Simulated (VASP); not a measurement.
# GeSb4Se (P4/mmm) in VASP: further runs

The runs below take GeSb4Se through single point, relaxation of cell and atoms, with PBE.

Everything below comes from runs of VASP 6.6.1. Logs are shortened: lines on timing, memory, paths and dates and some standing lists are left out, and cuts for length are marked.

### Step 1. The cell of the first run

The structure is tetragonal, space group P4/mmm (No. 123). Conventional cell: a = 4.415 Å, b = 4.415 Å, c = 8.966 Å, α = 90.00°, β = 90.00°, γ = 90.00°. Within 4.1 Å of Ge (site symmetry 4/mmm) lie 8 Sb at 3.08 Å. Sb (site symmetry 2mm) has 2 Ge at 3.08 Å and 4 Sb at 3.12 Å and 2 Se at 3.21 Å within 4.1 Å. Within 4.2 Å of Se (site symmetry 4/mmm) lie 8 Sb at 3.21 Å.

### Step 2. Single point, PBE

INCAR

```
ALGO = Normal
EDIFF = 1E-6
ENCUT = 520
GGA = PE
ISIF = 2
ISMEAR = 0
LASPH = T
LCHARG = F
LREAL = F
LWAVE = F
NBANDS = 29
NELM = 100
PREC = Accurate
SIGMA = 0.1
```

KPOINTS

```
k-points
0
Gamma
  4 4 4
```

POSCAR

```
GeSb4Se
1.0
    4.4146267987      0.0000000000      0.0000000000
    0.0000000000      4.4146267987      0.0000000000
    0.0000000000      0.0000000000      8.9655585908
Ge Sb Se
1 4 1
Direct
    0.0000000000      0.0000000000      0.0000000000
    0.5000000000      0.0000000000      0.7601475688
    0.0000000000      0.5000000000      0.2398524312
    0.5000000000      0.0000000000      0.2398524312
    0.0000000000      0.5000000000      0.7601475688
    0.5000000000      0.5000000000      0.5000000000
```

Potentials or basis: VASP PAW PBE potentials, release 64 (Ge_d, Sb, Se).

Run with:

```sh
$ cat potpaw_PBE.64/Ge_d/POTCAR potpaw_PBE.64/Sb/POTCAR potpaw_PBE.64/Se/POTCAR > POTCAR
$ mpirun -np 1 vasp_std > vasp.out
```

OUTCAR:

```text
EDIFF = 1E-6
   ENCUT = 520
   GGA = PE
   ISIF = 2
   ISMEAR = 0
   LASPH = T
   LREAL = F
   NELM = 100
   PREC = Accurate

 ion  position               nearest neighbor table
   1  0.000  0.000  0.000-   2 3.08   3 3.08   4 3.08   5 3.08   3 3.08   5 3.08   2 3.08   4 3.08

   2  0.500  0.000  0.760-   1 3.08   1 3.08   5 3.12   5 3.12   5 3.12   5 3.12   6 3.21   6 3.21

   3  0.000  0.500  0.240-   1 3.08   1 3.08   4 3.12   4 3.12   4 3.12   4 3.12   6 3.21   6 3.21

   4  0.500  0.000  0.240-   1 3.08   1 3.08   3 3.12   3 3.12   3 3.12   3 3.12   6 3.21   6 3.21

   5  0.000  0.500  0.760-   1 3.08   1 3.08   2 3.12   2 3.12   2 3.12   2 3.12   6 3.21   6 3.21

   6  0.500  0.500  0.500-   2 3.21   3 3.21   4 3.21   5 3.21   2 3.21   4 3.21   3 3.21   5 3.21

  LATTYP: Found a simple tetragonal cell.
 ALAT       =     4.4146267987
 C/A-ratio  =     2.0308757681

  Lattice vectors:

 A1 = (   4.4146267987,   0.0000000000,   0.0000000000)
 A2 = (   0.0000000000,   4.4146267987,   0.0000000000)
 A3 = (   0.0000000000,   0.0000000000,   8.9655585908)

Analysis of symmetry for initial positions (statically):
=====================================================================
 Subroutine PRICEL returns:
 Original cell was already a primitive cell.

 Routine SETGRP: Setting up the symmetry group for a
 simple tetragonal supercell.

 Subroutine GETGRP returns: Found 16 space group operations
 (whereof 16 operations were pure point group operations)
 out of a pool of 16 trial point group operations.

The static configuration has the point symmetry D_4h.

Analysis of symmetry for dynamics (positions and initial velocities):
=====================================================================
 Subroutine PRICEL returns:
 Original cell was already a primitive cell.

 Routine SETGRP: Setting up the symmetry group for a
 simple tetragonal supercell.

 Subroutine GETGRP returns: Found 16 space group operations
 (whereof 16 operations were pure point group operations)
 out of a pool of 16 trial point group operations.

The dynamic configuration has the point symmetry D_4h.

 Subroutine INISYM returns: Found 16 space group operations
 (whereof 16 operations are pure point group operations),
 and found     1 'primitive' translations

----------------------------------------------------------------------------------------

                                     Primitive cell

  volume of cell :     174.7291

  direct lattice vectors                    reciprocal lattice vectors
     4.414626799  0.000000000  0.000000000     0.226519714  0.000000000  0.000000000
     0.000000000  4.414626799  0.000000000     0.000000000  0.226519714  0.000000000
     0.000000000  0.000000000  8.965558591     0.000000000  0.000000000  0.111537947

  length of vectors
     4.414626799  4.414626799  8.965558591     0.226519714  0.226519714  0.111537947

  position of ions in fractional coordinates (direct lattice)
     0.000000000  0.000000000  0.000000000
     0.500000000  0.000000000  0.760147569
     0.000000000  0.500000000  0.239852431
     0.500000000  0.000000000  0.239852431
     0.000000000  0.500000000  0.760147569
     0.500000000  0.500000000  0.500000000

  ion indices of the primitive-cell ions
   primitive index   ion index
                 1           1
                 2           2
                 3           3
                 4           4
                 5           5
                 6           6

----------------------------------------------------------------------------------------

 KPOINTS: k-points

Automatic generation of k-mesh.
 Grid dimensions read from file:
 generate k-points for:    4    4    4

 Generating k-lattice:

  Cartesian coordinates                     Fractional coordinates (reciprocal lattice)
     0.056629929  0.000000000  0.000000000     0.250000000  0.000000000  0.000000000
     0.000000000  0.056629929  0.000000000     0.000000000  0.250000000  0.000000000
     0.000000000  0.000000000  0.027884487     0.000000000  0.000000000  0.250000000

  Length of vectors
     0.056629929  0.056629929  0.027884487

  Shift w.r.t. Gamma in fractional coordinates (k-lattice)
     0.000000000  0.000000000  0.000000000

 Subroutine IBZKPT returns following result:
 ===========================================

 Found     18 irreducible k-points:

 Following reciprocal coordinates:
            Coordinates               Weight
  0.000000  0.000000  0.000000      1.000000
  0.250000  0.000000  0.000000      4.000000
  0.500000  0.000000  0.000000      2.000000
  0.250000  0.250000  0.000000      4.000000
  0.500000  0.250000  0.000000      4.000000
  0.500000  0.500000  0.000000      1.000000
[... 10 lines left out ...]
  0.500000  0.250000  0.500000      4.000000
  0.500000  0.500000  0.500000      1.000000
   k-points           NKPTS =     18   k-points in BZ     NKDIM =     18   number of bands    NBANDS=     29
   number of dos      NEDOS =    301   number of ions     NIONS =      6
   total plane-waves  NPLWV =  90720
   dimension x,y,z NGX =    36 NGY =   36 NGZ =   70
   dimension x,y,z NGXF=    72 NGYF=   72 NGZF=  140
   ions per type =               1   4   1
   NGX,Y,Z   is equivalent  to a cutoff of  13.56, 13.56, 12.98 a.u.
   NGXF,Y,Z  is equivalent  to a cutoff of  27.11, 27.11, 25.96 a.u.
 SYSTEM =  unknown system
   PREC   = accura    normal or accurate (medium, high low for compatibility)
   ISTART =      0    job   : 0-new  1-cont  2-samecut
   ICHARG =      2    charge: 1-file 2-atom 10-const
   ISPIN  =      1    spin polarized calculation?
   LNONCOLLINEAR =      F non collinear calculations
   LSORBIT =      F    spin-orbit coupling
   LASPH  =      T    aspherical Exc in radial PAW
   ENCUT  =  520.0 eV  38.22 Ry    6.18 a.u.   8.21  8.21 16.67*2*pi/ulx,y,z
   NELM   =    100;   NELMIN=  2; NELMDL= -5     # of ELM steps
   EDIFF  = 0.1E-05   stopping-criterion for ELM
   LREAL  =      F    real-space projection
   EDIFFG = 0.1E-04   stopping-criterion for IOM
   NSW    =      0    number of steps for IOM
   IBRION =     -1    ionic relax: 0-MD 1-quasi-New 2-CG
   NFREE  =      0    steps in history (QN), initial steepest desc. (CG)
   ISIF   =      2    stress and relaxation
   ISYM   =      2    0-nonsym 1-usesym 2-fastsym
   POTIM  = 0.5000    time-step for ionic-motion
   TEBEG  =    0.0;   TEEND  =   0.0 temperature during run
   PSTRESS=    0.0 pullay stress
   NELECT =      40.0000    total number of electrons
   NUPDOWN=      -1.0000    fix difference up-down
   EMIN   =  10.00;   EMAX   =-10.00  energy-range for DOS
   EFERMI =   0.00;   METHOD = LEGACY
   ISMEAR =     0;   SIGMA  =   0.10  broadening in eV -4-tet -1-fermi 0-gaus
   EFERMI_NEDOS =   21; number of points for ismear=-14 and -15
   IALGO  =     38    algorithm
   IMIX   =      4    mixing-type and parameters
     AMIX     =   0.40;   BMIX     =  1.00
     AMIX_MAG =   1.60;   BMIX_MAG =  1.00
  volume/ion in A,a.u.               =      29.12       196.52
  Fermi-wavevector in a.u.,A,eV,Ry     =   1.001474  1.892512 13.645968  1.002950
  Thomas-Fermi vector in A             =   2.133898
   LORBIT       =      0    0 simple, 1 ext, 2 COOP (PROOUT), +10 PAW based schemes
   GGA     = PE    functional components
   LHFCALC =     F    Hartree Fock is set to
   AEXX    =    0.0000 exact exchange contribution
   IVDW    =     0    specifies the selected vdW correction
   LEPSILON=     F    determine dielectric tensor
   LRPA    =     F    only Hartree local field effects (RPA)
 non-spin polarized calculation
 Gauss-broadening in eV      SIGMA  =   0.10
  energy-cutoff  :      520.00
  volume of cell :      174.73
 maximum number of plane-waves:      4733
 NGX is ok and might be reduce to    36
   NGX = 17   NGY = 17   NGZ = 33

 number of electron      40.0000014 magnetization

 Free energy of the ion-electron system (eV)
  ---------------------------------------------------
  ext. energy  EPLUGINS =         0.00000000
  ---------------------------------------------------
  free energy    TOTEN  =       -23.01421918 eV

  energy without entropy =      -22.99440546  energy(sigma->0) =      -23.00431232

 E-fermi :   5.9514     XC(G=0):  -9.3995

 val. band max:        5.9390828315   @ k =   0.2500   0.2500   0.2500
 cond. band min:       6.0033719188   @ k =   0.5000   0.2500   0.0000
 fundamental gap:      0.0642890873
 Fermi energy:         5.9513755257

 k-point     1 :       0.0000    0.0000    0.0000
  band No.  band energies     occupation
      1     -18.9438      2.00000
      2     -18.9426      2.00000
      3     -18.9426      2.00000
      4     -18.9210      2.00000
      5     -18.9145      2.00000
      6      -7.5756      2.00000
[... 21 lines left out ...]
     28       9.5817      0.00000
     29       9.8258      0.00000

 k-point     2 :       0.2500    0.0000    0.0000
  band No.  band energies     occupation
      1     -18.9436      2.00000
      2     -18.9432      2.00000
      3     -18.9425      2.00000
      4     -18.9202      2.00000
      5     -18.9147      2.00000
      6      -7.3566      2.00000
[... 21 lines left out ...]
     28       8.8491      0.00000
     29       9.4196      0.00000

 k-point     3 :       0.5000    0.0000    0.0000
  band No.  band energies     occupation
      1     -18.9438      2.00000
      2     -18.9434      2.00000
      3     -18.9425      2.00000
      4     -18.9195      2.00000
      5     -18.9149      2.00000
      6      -7.0996      2.00000
[... 21 lines left out ...]
     28       9.2777      0.00000
     29      10.5501      0.00000

 k-point     4 :       0.2500    0.2500    0.0000
  band No.  band energies     occupation
      1     -18.9434      2.00000
      2     -18.9431      2.00000
      3     -18.9431      2.00000
      4     -18.9195      2.00000
      5     -18.9149      2.00000
      6      -7.1708      2.00000
[... 21 lines left out ...]
     28      10.5193      0.00000
     29      11.0849      0.00000

 k-point     5 :       0.5000    0.2500    0.0000
  band No.  band energies     occupation
      1     -18.9438      2.00000
      2     -18.9432      2.00000
      3     -18.9431      2.00000
      4     -18.9187      2.00000
      5     -18.9151      2.00000
      6      -6.9601      2.00000
[... 21 lines left out ...]
     28      10.1426      0.00000
     29      10.3413      0.00000
[... 318 lines left out ...]
     28      10.5039      0.00000
     29      10.6514      0.00000

 k-point    16 :       0.2500    0.2500    0.5000
  band No.  band energies     occupation
      1     -18.9434      2.00000
      2     -18.9432      2.00000
      3     -18.9431      2.00000
      4     -18.9195      2.00000
      5     -18.9149      2.00000
      6      -7.1468      2.00000
[... 21 lines left out ...]
     28      10.5028      0.00000
     29      10.6064      0.00000

 k-point    17 :       0.5000    0.2500    0.5000
  band No.  band energies     occupation
      1     -18.9438      2.00000
      2     -18.9432      2.00000
      3     -18.9431      2.00000
      4     -18.9187      2.00000
      5     -18.9151      2.00000
      6      -6.9563      2.00000
[... 21 lines left out ...]
     28       9.8683      0.00000
     29      10.0107      0.00000

 k-point    18 :       0.5000    0.5000    0.5000
  band No.  band energies     occupation
      1     -18.9437      2.00000
      2     -18.9437      2.00000
      3     -18.9430      2.00000
      4     -18.9180      2.00000
      5     -18.9153      2.00000
      6      -6.8043      2.00000
[... 21 lines left out ...]
     28      11.6673      0.00000
     29      11.7062      0.00000

------------------------ aborting loop because EDIFF is reached ----------------------------------------

  FORCE on cell =-STRESS in cart. coord.  units (eV):
  Direction    XX          YY          ZZ          XY          YZ          ZX
  --------------------------------------------------------------------------------------
  -------------------------------------------------------------------------------------
  Total        0.0255505      0.0255505      0.2967225      0.0000000     -0.0000000      0.0000000
  in kB        0.2342847      0.2342847      2.7207946      0.0000000     -0.0000000      0.0000000
  external PRESSURE =       1.0631213 kB  Pullay stress =       0.0000000 kB

 VOLUME and BASIS-vectors are now :
 -----------------------------------------------------------------------------
  energy-cutoff  :      520.00
  volume of cell :      174.73
      direct lattice vectors                 reciprocal lattice vectors
     4.414626799  0.000000000  0.000000000     0.226519714  0.000000000  0.000000000
     0.000000000  4.414626799  0.000000000     0.000000000  0.226519714  0.000000000
     0.000000000  0.000000000  8.965558591     0.000000000  0.000000000  0.111537947

 POSITION                                       TOTAL-FORCE (eV/Angst)
 -----------------------------------------------------------------------------------
      0.00000      0.00000      0.00000         0.000000     -0.000000      0.000000
      2.20731      0.00000      6.81515         0.000000      0.000000     -0.011267
      0.00000      2.20731      2.15041         0.000000      0.000000      0.011267
      2.20731      0.00000      2.15041        -0.000000      0.000000      0.011267
      0.00000      2.20731      6.81515        -0.000000     -0.000000     -0.011267
      2.20731      2.20731      4.48278         0.000000     -0.000000      0.000000
 -----------------------------------------------------------------------------------
    total drift:                                0.000000      0.000000     -0.000000

  FREE ENERGIE OF THE ION-ELECTRON SYSTEM (eV)
  ---------------------------------------------------
  free  energy   TOTEN  =       -23.0142191807 eV

  energy  without entropy=      -22.9944054624  energy(sigma->0) =      -23.00431232
```

Run time: 48 s. Hardware: 1 thread of Intel Xeon 6975P-C (Granite Rapids), shared host; peak memory 0.33 GiB.

Results:

| Quantity | Value |
| --- | --- |
| Free energy | -23.0142 eV |
| Pressure | 0.1 GPa |
| Largest force | 0.011 eV/Å |
| Band gap on the k mesh | zero (band 20 reaches 6.09 eV, above the bottom of band 21 at 5.18 eV) |

Forces in eV/Å, atoms in the order of the input:
```
Ge   0.000  0.000  0.000
Sb   0.000  0.000 -0.011
Sb   0.000  0.000  0.011
Sb   0.000  0.000  0.011
Sb   0.000  0.000 -0.011
Se   0.000  0.000  0.000
```

Caveat: spin-orbit coupling is left out, which moves the levels of the heavy elements.

(Part 1 of 2 ends here.)
